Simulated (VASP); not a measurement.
Crystal: ZrO2 (l.b).

```
Zr O
1.0
     0.00000    2.53500    2.53500
     2.53500    0.00000    2.53500
     2.53500    2.53500    0.00000
Zr O
1 2
Cartesian
  0.0000 0.0000 0.0000
  1.2675 1.2675 1.2675
  3.8025 3.8025 3.8025
```

| Item | Value |
| --- | --- |
| Program | VASP 6.6.1 |
| Task | relaxation of cell and atoms |
| Functional | LDA |
| Potentials or basis | VASP PAW LDA potentials, release 64 (Zr_sv, O) |
| Cutoff | 600 eV |
| k mesh | 8 × 8 × 8 |
| Occupations | gaussian, width 0.02 eV |
| Spin | no spin polarisation |

At the start: pressure -6.2 GPa; volume 10.86 Å³/atom.

Problem. Where does the relaxation end?

Solution. Over 6 steps the energy falls by 5.0 meV/atom and the volume is 10.60 Å³/atom (-2.4 %); space group Fm-3m (No. 225, to 0.05 Å).

Step by step:
```csv
step,energy change (eV),largest force (eV/Å),pressure (GPa),volume (Å³)
1,0.0000,0.0000,-6.16,32.58
2,0.0229,0.0000,10.85,30.65
3,-0.0150,0.0000,-0.08,31.82
4,-0.0150,0.0000,0.06,31.80
5,-0.0150,0.0000,-0.07,31.82
6,-0.0150,0.0000,-0.01,31.81
```

Final structure:
```cif
data_structure
_symmetry_space_group_name_H-M 'P 1'
_symmetry_Int_Tables_number 1
_cell_length_a 3.5566
_cell_length_b 3.5566
_cell_length_c 3.5566
_cell_angle_alpha 60.000
_cell_angle_beta 60.000
_cell_angle_gamma 60.000
_cell_volume 31.81
loop_
_atom_site_label
_atom_site_type_symbol
_atom_site_fract_x
_atom_site_fract_y
_atom_site_fract_z
_atom_site_occupancy
Zr1 Zr 0.00000 0.00000 0.00000 1
O1 O 0.25000 0.25000 0.25000 1
O2 O 0.75000 0.75000 0.75000 1
```
